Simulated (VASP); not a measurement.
# BaTiO3 (P4/mmm) in VASP: a series of runs

The runs below take BaTiO3 through single point, with PBE.

All numbers are computed with VASP 6.6.1; they aren't measurements. Logs are shortened: lines on timing, memory, paths and dates and some standing lists are left out, and cuts for length are marked.

## Step 1: The cell of the first run

Symmetry: P4/mmm, No. 123, tetragonal system. Conventional cell: a = 4.019 Å, b = 4.019 Å, c = 4.140 Å, α = 90.00°, β = 90.00°, γ = 90.00°. Ba (site symmetry 4/mmm) has 12 O at 2.84 to 2.88 Å and 8 Ti at 3.52 Å within 3.7 Å. Within 2.7 Å of Ti (site symmetry 4/mmm) lie 6 O at 2.01 to 2.07 Å. O (site symmetry mmm) has 2 Ti at 2.01 Å within 2.7 Å. O (site symmetry 4/mmm) has 2 Ti at 2.07 Å within 2.7 Å.

## Step 2: Single point, PBE (strain +0.0300 x Voigt [0, 0, 1, 0, 0, 0])

Input file INCAR:

```
PREC = Accurate ; ENCUT = 1340
EDIFF = 1E-6 ; ISMEAR = 0
SIGMA = 0.05 ; LREAL = False
LASPH = True ; NELM = 120
ALGO = Normal ; ISIF = 2
LWAVE = False ; LCHARG = False
GGA = PE ; NBANDS = 28
GGA_COMPAT = False
```

Input file KPOINTS:

```
Automatic mesh
0
Gamma
  8 8 8
```

Input file POSCAR:

```
BaTiO3
1.0
    4.0192501416      0.0000000000      0.0000000000
    0.0000000000      4.0192501416      0.0000000000
    0.0000000000      0.0000000000      4.1398276458
Ba Ti O
1 1 3
Direct
    0.5000000000      0.5000000000      0.5000000000
    0.0000000000      0.0000000000      0.0000000000
    0.5000000000      0.0000000000      0.0000000000
    0.0000000000      0.5000000000      0.0000000000
    0.0000000000      0.0000000000      0.5000000000
```

Potentials or basis: VASP PAW PBE potentials, release 64 (Ba_sv, Ti_sv, O_h).

Started as:

```bash
cat potpaw_PBE.64/Ba_sv/POTCAR potpaw_PBE.64/Ti_sv/POTCAR potpaw_PBE.64/O_h/POTCAR > POTCAR
mpirun -np 1 vasp_std > vasp.out
```

OUTCAR:

```text
PREC = Accurate
   ENCUT = 1340
   EDIFF = 1E-6
   ISMEAR = 0
   LREAL = False
   LASPH = True
   NELM = 120
   ISIF = 2
   GGA = PE

 ion  position               nearest neighbor table
   1  0.500  0.500  0.500-   5 2.84   5 2.84   5 2.84   5 2.84   4 2.88   3 2.88   4 2.88   3 2.88
                             4 2.88   3 2.88   4 2.88   3 2.88   2 3.52   2 3.52   2 3.52   2 3.52
   2  0.000  0.000  0.000-   3 2.01   4 2.01   4 2.01   3 2.01   5 2.07   5 2.07   1 3.52   1 3.52
                             1 3.52   1 3.52   1 3.52   1 3.52   1 3.52   1 3.52
   3  0.500  0.000  0.000-   2 2.01   2 2.01   1 2.88   1 2.88   1 2.88   1 2.88
   4  0.000  0.500  0.000-   2 2.01   2 2.01   1 2.88   1 2.88   1 2.88   1 2.88
   5  0.000  0.000  0.500-   2 2.07   2 2.07   1 2.84   1 2.84   1 2.84   1 2.84

  LATTYP: Found a simple tetragonal cell.
 ALAT       =     4.0192501416
 C/A-ratio  =     1.0300000000

  Lattice vectors:

 A1 = (   4.0192501416,   0.0000000000,   0.0000000000)
 A2 = (   0.0000000000,   4.0192501416,   0.0000000000)
 A3 = (   0.0000000000,   0.0000000000,   4.1398276458)

Analysis of symmetry for initial positions (statically):
=====================================================================
 Subroutine PRICEL returns:
 Original cell was already a primitive cell.

 Routine SETGRP: Setting up the symmetry group for a
 simple tetragonal supercell.

 Subroutine GETGRP returns: Found 16 space group operations
 (whereof 16 operations were pure point group operations)
 out of a pool of 16 trial point group operations.

The static configuration has the point symmetry D_4h.

Analysis of symmetry for dynamics (positions and initial velocities):
=====================================================================
 Subroutine PRICEL returns:
 Original cell was already a primitive cell.

 Routine SETGRP: Setting up the symmetry group for a
 simple tetragonal supercell.

 Subroutine GETGRP returns: Found 16 space group operations
 (whereof 16 operations were pure point group operations)
 out of a pool of 16 trial point group operations.

The dynamic configuration has the point symmetry D_4h.

 Subroutine INISYM returns: Found 16 space group operations
 (whereof 16 operations are pure point group operations),
 and found     1 'primitive' translations

----------------------------------------------------------------------------------------

                                     Primitive cell

  volume of cell :      66.8763

  direct lattice vectors                    reciprocal lattice vectors
     4.019250142  0.000000000  0.000000000     0.248802629  0.000000000  0.000000000
     0.000000000  4.019250142  0.000000000     0.000000000  0.248802629  0.000000000
     0.000000000  0.000000000  4.139827646     0.000000000  0.000000000  0.241555950

  length of vectors
     4.019250142  4.019250142  4.139827646     0.248802629  0.248802629  0.241555950

  position of ions in fractional coordinates (direct lattice)
     0.500000000  0.500000000  0.500000000
     0.000000000  0.000000000  0.000000000
     0.500000000  0.000000000  0.000000000
     0.000000000  0.500000000  0.000000000
     0.000000000  0.000000000  0.500000000

  ion indices of the primitive-cell ions
   primitive index   ion index
                 1           1
                 2           2
                 3           3
                 4           4
                 5           5

----------------------------------------------------------------------------------------

 KPOINTS: Automatic mesh

Automatic generation of k-mesh.
 Grid dimensions read from file:
 generate k-points for:    8    8    8

 Generating k-lattice:

  Cartesian coordinates                     Fractional coordinates (reciprocal lattice)
     0.031100329  0.000000000  0.000000000     0.125000000  0.000000000  0.000000000
     0.000000000  0.031100329  0.000000000     0.000000000  0.125000000  0.000000000
     0.000000000  0.000000000  0.030194494     0.000000000  0.000000000  0.125000000

  Length of vectors
     0.031100329  0.031100329  0.030194494

  Shift w.r.t. Gamma in fractional coordinates (k-lattice)
     0.000000000  0.000000000  0.000000000

 Subroutine IBZKPT returns following result:
 ===========================================

 Found     75 irreducible k-points:

 Following reciprocal coordinates:
            Coordinates               Weight
  0.000000  0.000000  0.000000      1.000000
  0.125000  0.000000  0.000000      4.000000
  0.250000  0.000000  0.000000      4.000000
  0.375000  0.000000  0.000000      4.000000
  0.500000  0.000000  0.000000      2.000000
  0.125000  0.125000  0.000000      4.000000
[... 16 lines left out ...]
  0.375000  0.125000  0.125000     16.000000
  0.500000  0.125000  0.125000      8.000000
 [... further k-points ...]
   k-points           NKPTS =     75   k-points in BZ     NKDIM =     75   number of bands    NBANDS=     28
   number of dos      NEDOS =    301   number of ions     NIONS =      5
   total plane-waves  NPLWV = 115200
   dimension x,y,z NGX =    48 NGY =   48 NGZ =   50
   dimension x,y,z NGXF=    96 NGYF=   96 NGZF=  100
   ions per type =               1   1   3
   NGX,Y,Z   is equivalent  to a cutoff of  19.85, 19.85, 20.08 a.u.
   NGXF,Y,Z  is equivalent  to a cutoff of  39.71, 39.71, 40.16 a.u.
 SYSTEM =  unknown system
   PREC   = accura    normal or accurate (medium, high low for compatibility)
   ISTART =      0    job   : 0-new  1-cont  2-samecut
   ICHARG =      2    charge: 1-file 2-atom 10-const
   ISPIN  =      1    spin polarized calculation?
   LNONCOLLINEAR =      F non collinear calculations
   LSORBIT =      F    spin-orbit coupling
   LASPH  =      T    aspherical Exc in radial PAW
   ENCUT  = 1340.0 eV  98.49 Ry    9.92 a.u.  12.00 12.00 12.36*2*pi/ulx,y,z
   NELM   =    120;   NELMIN=  2; NELMDL= -5     # of ELM steps
   EDIFF  = 0.1E-05   stopping-criterion for ELM
   LREAL  =      F    real-space projection
   EDIFFG = 0.1E-04   stopping-criterion for IOM
   NSW    =      0    number of steps for IOM
   IBRION =     -1    ionic relax: 0-MD 1-quasi-New 2-CG
   NFREE  =      0    steps in history (QN), initial steepest desc. (CG)
   ISIF   =      2    stress and relaxation
   ISYM   =      2    0-nonsym 1-usesym 2-fastsym
   POTIM  = 0.5000    time-step for ionic-motion
   TEBEG  =    0.0;   TEEND  =   0.0 temperature during run
   PSTRESS=    0.0 pullay stress
   NELECT =      40.0000    total number of electrons
   NUPDOWN=      -1.0000    fix difference up-down
   EMIN   =  10.00;   EMAX   =-10.00  energy-range for DOS
   EFERMI =   0.00;   METHOD = LEGACY
   ISMEAR =     0;   SIGMA  =   0.05  broadening in eV -4-tet -1-fermi 0-gaus
   EFERMI_NEDOS =   21; number of points for ismear=-14 and -15
   IALGO  =     38    algorithm
   IMIX   =      4    mixing-type and parameters
     AMIX     =   0.40;   BMIX     =  1.00
     AMIX_MAG =   1.60;   BMIX_MAG =  1.00
  volume/ion in A,a.u.               =      13.38        90.26
  Fermi-wavevector in a.u.,A,eV,Ry     =   1.379338  2.606571 25.886083  1.902573
  Thomas-Fermi vector in A             =   2.504317
   LORBIT       =      0    0 simple, 1 ext, 2 COOP (PROOUT), +10 PAW based schemes
   GGA     = PE    functional components
   LHFCALC =     F    Hartree Fock is set to
   AEXX    =    0.0000 exact exchange contribution
   IVDW    =     0    specifies the selected vdW correction
   LEPSILON=     F    determine dielectric tensor
   LRPA    =     F    only Hartree local field effects (RPA)
 non-spin polarized calculation
 Gauss-broadening in eV      SIGMA  =   0.05
  energy-cutoff  :     1340.00
  volume of cell :       66.88
 maximum number of plane-waves:      7476
 NGX is ok and might be reduce to    48
   NGX = 23   NGY = 23   NGZ = 25

 number of electron      40.0000000 magnetization

 Free energy of the ion-electron system (eV)
  ---------------------------------------------------
  ext. energy  EPLUGINS =         0.00000000
  ---------------------------------------------------
  free energy    TOTEN  =       -39.98228121 eV

  energy without entropy =      -39.98228121  energy(sigma->0) =      -39.98228121

 E-fermi :   4.1084     XC(G=0): -11.0425

 val. band max:        3.8931726698   @ k =   0.5000   0.5000   0.5000
 cond. band min:       5.5061292688   @ k =   0.0000   0.0000   0.0000
 fundamental gap:      1.6129565990
 Fermi energy:         4.1083532940

 k-point     1 :       0.0000    0.0000    0.0000
  band No.  band energies     occupation
      1     -52.9495      2.00000
      2     -29.1405      2.00000
      3     -29.1405      2.00000
      4     -29.1386      2.00000
      5     -21.0573      2.00000
      6     -12.9569      2.00000
[... 20 lines left out ...]
     27       9.0099      0.00000
     28      10.8038      0.00000

 k-point     2 :       0.1250    0.0000    0.0000
  band No.  band energies     occupation
      1     -52.9493      2.00000
      2     -29.1475      2.00000
      3     -29.1403      2.00000
      4     -29.1383      2.00000
      5     -21.0428      2.00000
      6     -12.9456      2.00000
[... 20 lines left out ...]
     27       9.3015      0.00000
     28      11.1822      0.00000

 k-point     3 :       0.2500    0.0000    0.0000
  band No.  band energies     occupation
      1     -52.9490      2.00000
      2     -29.1644      2.00000
      3     -29.1396      2.00000
      4     -29.1377      2.00000
      5     -21.0071      2.00000
      6     -12.9632      2.00000
[... 20 lines left out ...]
     27      10.0264      0.00000
     28      11.9895      0.00000

 k-point     4 :       0.3750    0.0000    0.0000
  band No.  band energies     occupation
      1     -52.9487      2.00000
      2     -29.1811      2.00000
      3     -29.1390      2.00000
      4     -29.1371      2.00000
      5     -20.9708      2.00000
      6     -13.0304      2.00000
[... 578 lines left out ...]
     27      10.4229      0.00000
     28      11.8970      0.00000

 k-point    23 :       0.3750    0.1250    0.1250
  band No.  band energies     occupation
      1     -52.9485      2.00000
      2     -29.1804      2.00000
      3     -29.1457      2.00000
      4     -29.1415      2.00000
      5     -20.9523      2.00000
      6     -12.9153      2.00000
[... 20 lines left out ...]
     27      11.2456      0.00000
     28      12.2614      0.00000

 k-point    24 :       0.5000    0.1250    0.1250
  band No.  band energies     occupation
      1     -52.9484      2.00000
      2     -29.1873      2.00000
      3     -29.1454      2.00000
      4     -29.1412      2.00000
      5     -20.9384      2.00000
      6     -12.9374      2.00000
[... 20 lines left out ...]
     27      11.5886      0.00000
     28      12.3829      0.00000

 [... further k-points ...]
[... 5 lines left out ...]
  --------------------------------------------------------------------------------------
  -------------------------------------------------------------------------------------
  Total       -0.6152201     -0.6152201     -2.4882637      0.0000000      0.0000000      0.0000000
  in kB      -14.7390254    -14.7390254    -59.6121323      0.0000000      0.0000000      0.0000000
  external PRESSURE =     -29.6967277 kB  Pullay stress =       0.0000000 kB

 VOLUME and BASIS-vectors are now :
 -----------------------------------------------------------------------------
  energy-cutoff  :     1340.00
  volume of cell :       66.88
      direct lattice vectors                 reciprocal lattice vectors
     4.019250142  0.000000000  0.000000000     0.248802629  0.000000000  0.000000000
     0.000000000  4.019250142  0.000000000     0.000000000  0.248802629  0.000000000
     0.000000000  0.000000000  4.139827646     0.000000000  0.000000000  0.241555950

 POSITION                                       TOTAL-FORCE (eV/Angst)
 -----------------------------------------------------------------------------------
      2.00963      2.00963      2.06991         0.000000      0.000000      0.000000
      0.00000      0.00000      0.00000         0.000000      0.000000      0.000000
      2.00963      0.00000      0.00000         0.000000      0.000000      0.000000
      0.00000      2.00963      0.00000         0.000000      0.000000      0.000000
      0.00000      0.00000      2.06991         0.000000      0.000000      0.000000
 -----------------------------------------------------------------------------------
    total drift:                                0.000000      0.000000      0.000000

  FREE ENERGIE OF THE ION-ELECTRON SYSTEM (eV)
  ---------------------------------------------------
  free  energy   TOTEN  =       -39.9822812066 eV

  energy  without entropy=      -39.9822812066  energy(sigma->0) =      -39.98228121
```

It took 7.9 min on 1 thread of Intel Xeon Platinum 8259CL at 2.50GHz (Skylake/Cascade Lake), shared host; peak memory 0.74 GiB.

Results:

```yaml
Free_energy: -39.9823 eV
Pressure: -3.0 GPa
Band_gap_on_the_k_mesh: 1.61 eV (least direct gap 1.82 eV)
```

Levels at points of the mesh, in eV from the valence-band top:
| k point | band 16 | band 17 | band 18 | band 19 | band 20 | band 21 | band 22 | band 23 | band 24 | band 25 |
| --- | --- | --- | --- | --- | --- | --- | --- | --- | --- | --- |
| (0.00, 0.00, 0.00) | -1.02 | -1.02 | -0.24 | -0.21 | -0.21 | 1.61 | 1.61 | 1.66 | 3.48 | 3.70 |
| (0.50, 0.00, 0.00) | -1.92 | -1.91 | -1.82 | -0.78 | -0.73 | 1.76 | 3.32 | 3.33 | 3.53 | 5.56 |
| (0.50, 0.50, 0.00) | -2.71 | -1.74 | -0.77 | -0.77 | -0.07 | 3.32 | 3.32 | 3.75 | 4.21 | 7.42 |
| (0.00, 0.00, 0.50) | -1.83 | -1.61 | -1.61 | -0.73 | -0.73 | 1.78 | 3.09 | 3.09 | 3.70 | 5.40 |
| (0.50, 0.00, 0.50) | -2.44 | -1.77 | -1.02 | -1.00 | -0.16 | 3.10 | 3.33 | 3.61 | 4.47 | 7.07 |
| (0.50, 0.50, 0.50) | -2.38 | -2.38 | -0.05 | -0.05 | 0.00 | 3.83 | 3.83 | 3.96 | 6.44 | 6.44 |

Caveat: the cell differs from its parent crystal (strain +0.0300 x Voigt [0, 0, 1, 0, 0, 0]); spin-orbit coupling is left out, which moves the levels of the heavy elements.

[end of part 1 of 2]
